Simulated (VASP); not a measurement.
# FeO (Wuestite) (Fm-3m) in VASP: a series of runs

The runs below take FeO (Wuestite) through relaxation of cell and atoms, with LDA, PBE, PBEsol.

Everything below comes from runs of VASP 6.6.1. Logs are shortened: lines on timing, memory, paths and dates and some standing lists are left out, and cuts for length are marked.

### Step 1. The cell of the first run

The structure is cubic, space group Fm-3m (No. 225). Conventional cell: a = 4.311 Å, b = 4.311 Å, c = 4.311 Å, α = 90.00°, β = 90.00°, γ = 90.00°. Fe (site symmetry m-3m) has 6 O at 2.16 Å within 2.9 Å. O (site symmetry m-3m) has 6 Fe at 2.16 Å within 2.9 Å.

### Step 2. Relaxation of cell and atoms, LDA, collinear spin, ferromagnetic start

Contents of INCAR:

```
SYSTEM = FeO
  PREC = Accurate
  ENCUT = 600
  EDIFF = 1E-6
  ISMEAR = -1
  SIGMA = 0.05
  LREAL = .False.
  LASPH = .True.
  NELM = 150
  ALGO = Normal
  ISIF = 3
  LWAVE = .False.
  LCHARG = .False.
  ISPIN = 2
  MAGMOM = 3 0
  LORBIT = 11
  LMAXMIX = 4
  IBRION = 2
  NSW = 80
  EDIFFG = -0.02
```

Contents of KPOINTS:

```
regular mesh
0
Gamma
  8 8 8
  0 0 0
```

Contents of POSCAR:

```
FeO
1.0
    0.0000000000      2.1554000000      2.1554000000
    2.1554000000      0.0000000000      2.1554000000
    2.1554000000      2.1554000000      0.0000000000
Fe O
1 1
Direct
    0.0000000000      0.0000000000      0.0000000000
    0.5000000000      0.5000000000      0.5000000000
```

Potentials or basis: VASP PAW LDA potentials, release 64 (Fe, O).

The run is started by

```sh
$ cat potpaw_LDA.64/Fe/POTCAR potpaw_LDA.64/O/POTCAR > POTCAR
$ mpirun -np 1 vasp_std > vasp.out
```

OUTCAR:

```text
SYSTEM = FeO
   PREC = Accurate
   ENCUT = 600
   EDIFF = 1E-6
   ISMEAR = -1
   LREAL = .False.
   LASPH = .True.
   NELM = 150
   ISIF = 3
   ISPIN = 2
   LORBIT = 11
   IBRION = 2
   NSW = 80
   EDIFFG = -0.02

 ion  position               nearest neighbor table
   1  0.000  0.000  0.000-   2 2.16   2 2.16   2 2.16   2 2.16   2 2.16   2 2.16
   2  0.500  0.500  0.500-   1 2.16   1 2.16   1 2.16   1 2.16   1 2.16   1 2.16

  LATTYP: Found a face centered cubic cell.
 ALAT       =     4.3108000000

  Lattice vectors:

 A1 = (   0.0000000000,   2.1554000000,   2.1554000000)
 A2 = (   2.1554000000,   0.0000000000,   2.1554000000)
 A3 = (   2.1554000000,   2.1554000000,   0.0000000000)

Analysis of symmetry for initial positions (statically):
=====================================================================
 Subroutine PRICEL returns:
 Original cell was already a primitive cell.

 Routine SETGRP: Setting up the symmetry group for a
 face centered cubic supercell.

 Subroutine GETGRP returns: Found 48 space group operations
 (whereof 48 operations were pure point group operations)
 out of a pool of 48 trial point group operations.

The static configuration has the point symmetry O_h .

Analysis of symmetry for dynamics (positions and initial velocities):
=====================================================================
 Subroutine PRICEL returns:
 Original cell was already a primitive cell.

 Routine SETGRP: Setting up the symmetry group for a
 face centered cubic supercell.

 Subroutine GETGRP returns: Found 48 space group operations
 (whereof 48 operations were pure point group operations)
 out of a pool of 48 trial point group operations.

The dynamic configuration has the point symmetry O_h .

Analysis of structural, dynamic, and magnetic symmetry:
=====================================================================
 Subroutine PRICEL returns:
 Original cell was already a primitive cell.

 Routine SETGRP: Setting up the symmetry group for a
 face centered cubic supercell.

 Subroutine GETGRP returns: Found 48 space group operations
 (whereof 48 operations were pure point group operations)
 out of a pool of 48 trial point group operations.

The overall configuration has the point symmetry O_h .

 Subroutine INISYM returns: Found 48 space group operations
 (whereof 48 operations are pure point group operations),
 and found     1 'primitive' translations

----------------------------------------------------------------------------------------

                                     Primitive cell

  volume of cell :      20.0269

  direct lattice vectors                    reciprocal lattice vectors
     0.000000000  2.155400000  2.155400000    -0.231975503  0.231975503  0.231975503
     2.155400000  0.000000000  2.155400000     0.231975503 -0.231975503  0.231975503
     2.155400000  2.155400000  0.000000000     0.231975503  0.231975503 -0.231975503

  length of vectors
     3.048195912  3.048195912  3.048195912     0.401793358  0.401793358  0.401793358

  position of ions in fractional coordinates (direct lattice)
     0.000000000  0.000000000  0.000000000
     0.500000000  0.500000000  0.500000000

  ion indices of the primitive-cell ions
   primitive index   ion index
                 1           1
                 2           2

----------------------------------------------------------------------------------------

 KPOINTS: regular mesh

Automatic generation of k-mesh.
 Grid dimensions read from file:
 generate k-points for:    8    8    8

 Generating k-lattice:

  Cartesian coordinates                     Fractional coordinates (reciprocal lattice)
    -0.028996938  0.028996938  0.028996938     0.125000000  0.000000000  0.000000000
     0.028996938 -0.028996938  0.028996938     0.000000000  0.125000000  0.000000000
     0.028996938  0.028996938 -0.028996938     0.000000000  0.000000000  0.125000000

  Length of vectors
     0.050224170  0.050224170  0.050224170

  Shift w.r.t. Gamma in fractional coordinates (k-lattice)
     0.000000000  0.000000000  0.000000000

 Subroutine IBZKPT returns following result:
 ===========================================

 Found     29 irreducible k-points:

 Following reciprocal coordinates:
            Coordinates               Weight
  0.000000  0.000000  0.000000      1.000000
  0.125000  0.000000  0.000000      8.000000
  0.250000  0.000000  0.000000      8.000000
  0.375000  0.000000  0.000000      8.000000
  0.500000  0.000000  0.000000      4.000000
  0.125000  0.125000  0.000000      6.000000
[... 16 lines left out ...]
  0.500000  0.250000  0.125000     48.000000
 -0.375000  0.250000  0.125000     24.000000
 [... further k-points ...]
   k-points           NKPTS =     29   k-points in BZ     NKDIM =     29   number of bands    NBANDS=     13
   number of dos      NEDOS =    301   number of ions     NIONS =      2
   total plane-waves  NPLWV =  13824
   dimension x,y,z NGX =    24 NGY =   24 NGZ =   24
[... 24 lines left out ...]
   PSTRESS=    0.0 pullay stress
   NELECT =      14.0000    total number of electrons
   NUPDOWN=      -1.0000    fix difference up-down
   EMIN   =  10.00;   EMAX   =-10.00  energy-range for DOS
   EFERMI =   0.00;   METHOD = LEGACY
   ISMEAR =    -1;   SIGMA  =   0.05  broadening in eV -4-tet -1-fermi 0-gaus
   EFERMI_NEDOS =   21; number of points for ismear=-14 and -15
   IALGO  =     38    algorithm
   IMIX   =      4    mixing-type and parameters
     AMIX     =   0.40;   BMIX     =  1.00
     AMIX_MAG =   1.60;   BMIX_MAG =  1.00
  volume/ion in A,a.u.               =      10.01        67.57
  Fermi-wavevector in a.u.,A,eV,Ry     =   1.452935  2.745650 28.722187  2.111021
  Thomas-Fermi vector in A             =   2.570260
   LORBIT       =     11    0 simple, 1 ext, 2 COOP (PROOUT), +10 PAW based schemes
   GGA     = CA    functional components
   LHFCALC =     F    Hartree Fock is set to
   AEXX    =    0.0000 exact exchange contribution
   IVDW    =     0    specifies the selected vdW correction
   LEPSILON=     F    determine dielectric tensor
   LRPA    =     F    only Hartree local field effects (RPA)
 conjugate gradient relaxation of ions
 spin polarized calculation
  energy-cutoff  :      600.00
  volume of cell :       20.03
 maximum number of plane-waves:       692
   NGX = 13   NGY = 13   NGZ = 13

--------------------------------------- Ionic step        1  -------------------------------------------

 number of electron      13.9999998 magnetization       3.9860341

 Free energy of the ion-electron system (eV)
  ---------------------------------------------------
  ext. energy  EPLUGINS =         0.00000000
  ---------------------------------------------------
  free energy    TOTEN  =       -16.40908170 eV

  energy without entropy =      -16.39381169  energy(sigma->0) =      -16.40144670

------------------------ aborting loop because EDIFF is reached ----------------------------------------

  FORCE on cell =-STRESS in cart. coord.  units (eV):
  Direction    XX          YY          ZZ          XY          YZ          ZX
  --------------------------------------------------------------------------------------
  -------------------------------------------------------------------------------------
  Total       -1.9635007     -1.9635007     -1.9635007      0.0000000     -0.0000000     -0.0000000
  in kB     -157.0825717   -157.0825717   -157.0825717      0.0000000     -0.0000000     -0.0000000
  external PRESSURE =    -157.0825717 kB  Pullay stress =       0.0000000 kB
[... 93 lines left out ...]
  energy  without entropy=      -16.4879483827  energy(sigma->0) =      -16.49602629

--------------------------------------- Ionic step        4  -------------------------------------------

 number of electron      14.0000006 magnetization       3.8033750

 Free energy of the ion-electron system (eV)
  ---------------------------------------------------
  ext. energy  EPLUGINS =         0.00000000
  ---------------------------------------------------
  free energy    TOTEN  =       -16.50416682 eV

  energy without entropy =      -16.48823096  energy(sigma->0) =      -16.49619889

 E-fermi :   6.8847     XC(G=0): -13.1387

 val. band max:        6.8506912030   @ k =   0.2500   0.1250   0.0000
 cond. band min:       6.8987108190   @ k =  -0.3750   0.2500   0.1250
 fundamental gap:      0.0480196160
 Fermi energy:         6.8847238283

 spin component 1

 k-point     1 :       0.0000    0.0000    0.0000
  band No.  band energies     occupation
      1     -14.3243      1.00000
      2       2.7638      1.00000
      3       2.7638      1.00000
      4       2.7638      1.00000
      5       3.2288      1.00000
      6       3.2288      1.00000
      7       3.2288      1.00000
      8       3.5785      1.00000
      9       3.5785      1.00000
     10       7.6951      0.00000
     11      22.6091      0.00000
     12      24.7100      0.00000
     13      24.7100      0.00000
[... 353 lines left out ...]
 k-point    24 :      -0.3750    0.2500    0.1250
  band No.  band energies     occupation
      1     -12.8150      1.00000
      2      -1.8350      1.00000
      3      -0.3118      1.00000
      4       0.0271      1.00000
      5       4.0289      1.00000
      6       4.2212      1.00000
      7       4.6923      1.00000
      8       5.8066      1.00000
      9       6.5297      0.99918
     10      13.6057      0.00000
     11      15.8276      0.00000
     12      17.6829      0.00000
     13      20.8065      0.00000

 [... further k-points ...]

 spin component 2

 k-point     1 :       0.0000    0.0000    0.0000
  band No.  band energies     occupation
      1     -13.7790      1.00000
      2       3.3425      1.00000
      3       3.3425      1.00000
      4       3.3425      1.00000
      5       5.9555      1.00000
      6       5.9555      1.00000
      7       5.9555      1.00000
      8       6.7565      0.92850
      9       6.7565      0.92848
     10       8.4367      0.00000
     11      22.8458      0.00000
     12      25.7773      0.00000
     13      25.7773      0.00000
[... 397 lines left out ...]
  FREE ENERGIE OF THE ION-ELECTRON SYSTEM (eV)
  ---------------------------------------------------
  free  energy   TOTEN  =       -16.5041668156 eV

  energy  without entropy=      -16.4882309578  energy(sigma->0) =      -16.49619889

 reached required accuracy - stopping structural energy minimisation

 total charge

# of ion       s       p       d       tot
------------------------------------------
    1        0.319   0.430   6.200   6.949
    2        1.543   3.453   0.000   4.996
--------------------------------------------------
tot          1.862   3.882   6.200  11.944

 magnetization (x)

# of ion       s       p       d       tot
------------------------------------------
    1        0.025   0.024   3.371   3.420
    2        0.033   0.257   0.000   0.290
--------------------------------------------------
tot          0.059   0.280   3.371   3.710
```

Run time: 54 s. Hardware: 1 thread of Intel Xeon 8259CL, shared host; peak memory 0.15 GiB.

Results:

| Item | Value |
| --- | --- |
| Free energy | -16.5042 eV |
| Relaxed volume | 9.13 Å³/atom |
| Relaxed cell | a = 2.956 Å, b = 2.956 Å, c = 2.956 Å, α = 60.00°, β = 60.00°, γ = 60.00° |
| Space group after relaxing (to 0.05 Å) | Fm-3m (No. 225) |
| Energy gained by relaxing | 47.5 meV/atom |
| Ionic steps | 4 |
| Pressure after relaxing | -0.1 GPa |
| Net moment | 3.80 μB per cell |
| Site moments | Fe +3.42; O +0.29 μB |
| Valence electrons inside the program's atomic spheres | Fe 6.95; O 5.00 |

Step by step:
```
step  energy change (eV)  largest force (eV/Å)  pressure (GPa)  volume (Å³)
   1              0.0000                0.0000          -15.71        20.03
   2             -0.0680                0.0000            8.39        17.31
   3             -0.0950                0.0000            0.55        18.21
   4             -0.0951                0.0000           -0.11        18.26
```

Final structure:
```
CELL_PARAMETERS angstrom
0.00000 2.09003 2.09003
2.09003 0.00000 2.09003
2.09003 2.09003 0.00000
ATOMIC_POSITIONS crystal
Fe 0.00000 0.00000 0.00000
O 0.50000 0.50000 0.50000
```

Levels at points of the mesh, in eV from the Fermi level:
Spin up:
```tsv
k point	band 5	band 6	band 7	band 8	band 9	band 10	band 11	band 12	band 13
(0.00, 0.00, 0.00)	-3.66	-3.66	-3.66	-3.31	-3.31	0.81	15.72	17.83	17.83
(0.50, 0.00, 0.00)	-2.63	-2.63	-2.06	0.27	0.27	4.37	9.41	13.20	13.20
(0.50, 0.50, 0.00)	-4.82	-2.82	-2.30	-2.30	-2.11	6.07	9.33	11.35	15.78
```
Spin down:
| k point | band 2 | band 3 | band 4 | band 5 | band 6 | band 7 | band 8 | band 9 |
| --- | --- | --- | --- | --- | --- | --- | --- | --- |
| (0.00, 0.00, 0.00) | -3.54 | -3.54 | -3.54 | -0.93 | -0.93 | -0.93 | -0.13 | -0.13 |
| (0.50, 0.00, 0.00) | -8.75 | -5.77 | -5.77 | 0.40 | 0.40 | 0.66 | 2.94 | 2.94 |
| (0.50, 0.50, 0.00) | -7.48 | -4.82 | -4.82 | -2.53 | 0.50 | 0.82 | 0.82 | 1.16 |

Caveat: a cell with one magnetic atom can't hold antiferromagnetic order, which such compounds often take; semilocal functionals often make such compounds metallic where correlation or magnetic order opens a gap, which also shifts bond lengths.

### Step 3. Relaxation of cell and atoms, PBE, collinear spin, ferromagnetic start

Contents of INCAR:

```
SYSTEM = FeO
ALGO     = Normal         ! electronic algorithm
EDIFF    = 1E-6           ! SCF threshold, eV
EDIFFG   = -0.02          ! ionic threshold
ENCUT    = 600            ! plane-wave cutoff, eV
GGA      = PE             ! functional
IBRION   = 2              ! ionic algorithm
ISIF     = 3              ! what is computed and relaxed
ISMEAR   = -1             ! smearing method
ISPIN    = 2              ! spin polarisation
LASPH    = .TRUE.         ! aspherical terms in the spheres
LCHARG   = .FALSE.        ! write CHGCAR
LMAXMIX  = 4              ! l up to which the mixer works
LORBIT   = 11             ! projections on sites
LREAL    = .FALSE.        ! projectors in reciprocal space
LWAVE    = .FALSE.        ! write WAVECAR
MAGMOM   = 3 0            ! initial moments
NELM     = 150            ! most SCF steps
NSW      = 80             ! ionic steps
PREC     = Accurate       ! precision mode
SIGMA    = 0.05           ! smearing width, eV
```

Contents of KPOINTS:

```
k-points
0
G
  8 8 8
  0 0 0
```

POSCAR is that of step 2.

Potentials or basis: VASP PAW PBE potentials, release 64 (Fe, O).

The run is started by

```sh
$ cat potpaw_PBE.64/Fe/POTCAR potpaw_PBE.64/O/POTCAR > POTCAR
$ mpirun -np 1 vasp_std > vasp.out
```

Run time: 36 s. Hardware: 1 thread of Intel Xeon 8259CL, shared host; peak memory 0.16 GiB.

Results (log left out):

```yaml
Free_energy: -14.9367 eV
Relaxed_volume: 9.98 Å³/atom
Relaxed_cell: a = 3.045 Å, b = 3.045 Å, c = 3.045 Å, α = 60.00°, β = 60.00°, γ = 60.00°
Space_group_after_relaxing_to_0.05_Å: Fm-3m (No. 225)
Energy_gained_by_relaxing: 0.0 meV/atom
Ionic_steps: 2
Pressure_after_relaxing: 0.3 GPa
Band_gap_on_the_k_mesh: zero (filled and empty bands overlap)
Net_moment: 4.00 μB per cell
Site_moments: Fe +3.62; O +0.30 μB
Valence_electrons_inside_the_program's_atomic_spheres: Fe 6.74; O 4.99
```

Final structure:
```
Fe O
1.0
     0.00000    2.15328    2.15328
     2.15328    0.00000    2.15328
     2.15328    2.15328    0.00000
Fe O
1 1
Direct
  0.00000 0.00000 0.00000
  0.50000 0.50000 0.50000
```

Levels at points of the mesh, in eV from the Fermi level:
Spin up:
```csv
k point,band 5,band 6,band 7,band 8,band 9,band 10,band 11,band 12,band 13
"(0.00, 0.00, 0.00)",-3.82,-3.82,-3.82,-3.68,-3.68,0.10,15.47,17.05,17.05
"(0.50, 0.00, 0.00)",-3.07,-3.07,-2.50,-0.34,-0.34,4.09,8.49,12.57,12.57
"(0.50, 0.50, 0.00)",-4.80,-3.30,-2.81,-2.80,-2.80,5.30,8.75,10.78,14.73
```
Spin down:
```tsv
k point	band 2	band 3	band 4	band 5	band 6	band 7	band 8	band 9
(0.00, 0.00, 0.00)	-3.26	-3.26	-3.26	-0.74	-0.74	-0.74	0.18	0.19
(0.50, 0.00, 0.00)	-8.02	-5.17	-5.17	0.39	0.39	0.59	2.79	2.79
(0.50, 0.50, 0.00)	-6.90	-4.43	-4.43	-2.13	0.73	0.73	0.73	1.14
```

Caveat: a cell with one magnetic atom can't hold antiferromagnetic order, which such compounds often take; semilocal functionals often make such compounds metallic where correlation or magnetic order opens a gap, which also shifts bond lengths. With open d or f shells a metallic result of PBE can be an artefact of self-interaction; +U or a hybrid may open a gap.

### Step 4. Relaxation of cell and atoms, PBEsol, collinear spin, ferromagnetic start

Contents of INCAR:

```
PREC = Accurate ; ENCUT = 600
EDIFF = 1E-6 ; ISMEAR = -1
SIGMA = 0.05 ; LREAL = F
LASPH = T ; NELM = 150
ALGO = Normal ; ISIF = 3
LWAVE = F ; LCHARG = F
ISPIN = 2 ; MAGMOM = 3 0
LORBIT = 11 ; LMAXMIX = 4
GGA = PS ; IBRION = 2
NSW = 80 ; EDIFFG = -0.02
```

Contents of KPOINTS:

```
regular mesh
0
Gamma
  8 8 8
```

POSCAR is that of step 3.

The run is started by

```sh
$ cat potpaw_PBE.64/Fe/POTCAR potpaw_PBE.64/O/POTCAR > POTCAR
$ mpirun -np 1 vasp_std > vasp.out
```

It took 52 s on 1 thread of Intel Xeon 8259CL, shared host; peak memory 0.16 GiB.

It converged, with:

* Free energy: -15.8682 eV
* Relaxed volume: 9.58 Å³/atom
* Relaxed cell: a = 3.004 Å, b = 3.004 Å, c = 3.004 Å, α = 60.00°, β = 60.00°, γ = 60.00°
* Space group after relaxing (to 0.05 Å): Fm-3m (No. 225)
* Energy gained by relaxing: 11.8 meV/atom
* Ionic steps: 3
* Pressure after relaxing: -0.1 GPa
* Band gap on the k mesh: zero (filled and empty bands overlap)
* Net moment: 4.00 μB per cell
* Site moments: Fe +3.60; O +0.31 μB
* Valence electrons inside the program's atomic spheres: Fe 6.82; O 4.99

The path:
```csv
step,energy change (eV),largest force (eV/Å),pressure (GPa),volume (Å³)
1,0.0000,0.0000,-8.42,20.03
2,-0.0098,0.0000,7.21,18.54
3,-0.0236,0.0000,-0.06,19.16
```

Final structure:
```yaml
crystal:
  lattice:
    - [0.00000, 2.12402, 2.12402]
    - [2.12402, 0.00000, 2.12402]
    - [2.12402, 2.12402, 0.00000]
  atoms:
    - { symbol: Fe, position: [0.00000, 0.00000, 0.00000] }
    - { symbol: O, position: [0.50000, 0.50000, 0.50000] }
```

Levels at points of the mesh, in eV from the Fermi level:
Spin up:
```tsv
k point	band 5	band 6	band 7	band 8	band 9	band 10	band 11	band 12	band 13
(0.00, 0.00, 0.00)	-3.93	-3.93	-3.93	-3.68	-3.68	0.24	15.38	17.23	17.23
(0.50, 0.00, 0.00)	-3.03	-3.03	-2.44	-0.18	-0.18	4.03	8.80	12.70	12.70
(0.50, 0.50, 0.00)	-4.96	-3.25	-2.73	-2.73	-2.66	5.49	8.90	10.84	15.09
```
Spin down:
| k point | band 1 | band 2 | band 3 | band 4 | band 5 | band 6 | band 7 | band 8 | band 9 | band 10 |
| --- | --- | --- | --- | --- | --- | --- | --- | --- | --- | --- |
| (0.00, 0.00, 0.00) | -20.49 | -3.39 | -3.39 | -3.39 | -0.81 | -0.81 | -0.81 | 0.09 | 0.09 | 1.06 |
| (0.50, 0.00, 0.00) | -19.16 | -8.42 | -5.45 | -5.44 | 0.43 | 0.43 | 0.65 | 2.91 | 2.91 | 4.57 |
| (0.50, 0.50, 0.00) | -19.17 | -7.23 | -4.63 | -4.63 | -2.33 | 0.68 | 0.81 | 0.81 | 1.19 | 6.82 |

Caveat: the PAW data sets were made with another functional, which shifts forces and pressure a little; a cell with one magnetic atom can't hold antiferromagnetic order, which such compounds often take; semilocal functionals often make such compounds metallic where correlation or magnetic order opens a gap, which also shifts bond lengths. With open d or f shells a metallic result of PBEsol can be an artefact of self-interaction; +U or a hybrid may open a gap.

### Step 5. The runs side by side

```tsv
level	potentials or basis	gap on the mesh (eV)	pressure (GPa)	moment (μB)	relaxed volume (Å³/atom)
LDA	VASP PAW LDA potentials, release 64 (Fe, O)	none	-0.1	3.80	9.13
PBE	VASP PAW PBE potentials, release 64 (Fe, O)	none	0.3	4.00	9.98
PBEsol	VASP PAW PBE potentials, release 64 (Fe, O)	none	-0.1	4.00	9.58
```

Alike in all rows: task relaxation of cell and atoms; spin collinear, ferromagnetic start; cell relaxed; k mesh 8 × 8 × 8; cutoff (eV) 600; smearing fermi-dirac 0.05 eV.

Caveats: a cell with one magnetic atom can't hold antiferromagnetic order, which such compounds often take; semilocal functionals often make such compounds metallic where correlation or magnetic order opens a gap, which also shifts bond lengths; the PAW data sets were made with another functional, which shifts forces and pressure a little (some runs).

Total energies depend on the potentials used, so only differences within one code and one set of settings carry meaning.
